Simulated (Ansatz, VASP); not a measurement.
One calculation of V, two programs

```
CELL_PARAMETERS angstrom
0.00000 2.35262 2.35262
2.35262 0.00000 2.35262
2.35262 2.35262 0.00000
ATOMIC_POSITIONS crystal
V 0.00000 0.00000 0.00000
```

Alike in both runs: task relaxation of cell and atoms; functional PBEsol; k mesh 8 × 8 × 8; occupations gaussian, width 0.1 eV; collinear spin.

|  | VASP | Ansatz |
| --- | --- | --- |
| version | VASP 6.6.1 | Ansatz 0.2.0 |
| potentials or method | VASP PAW PBE potentials, release 64 (V_sv), cutoff 500 eV | scalar-relativistic, plane waves, PAW |
| valence electrons in the cell | 13 | 13 |

Ansatz gave:

| Item | Value |
| --- | --- |
| gap on the k mesh at the Fermi level, each at its own relaxed structure (eV) | none |
| net moment per atom (μB) | 0.00 |
| relaxed volume (Å³/atom) | 13.42 |
| relaxed cell length with the largest relative difference (Å) | 2.668 |

Q: What did VASP give for the same quantities?

A: gap on the k mesh at the Fermi level, each at its own relaxed structure (eV): none; net moment per atom (μB): 0.00; relaxed volume (Å³/atom): 13.45; relaxed cell length with the largest relative difference (Å): 2.669.

VASP's potentials were made for PBE, not for PBEsol. A gap of «none» marks a metal or a gap that the smearing closes. Ansatz's warnings: given moment on shells, seeded moment not kept.

Noted on VASP's run: the volume moved by over 15 % at a fixed basis, so the end points are rough.
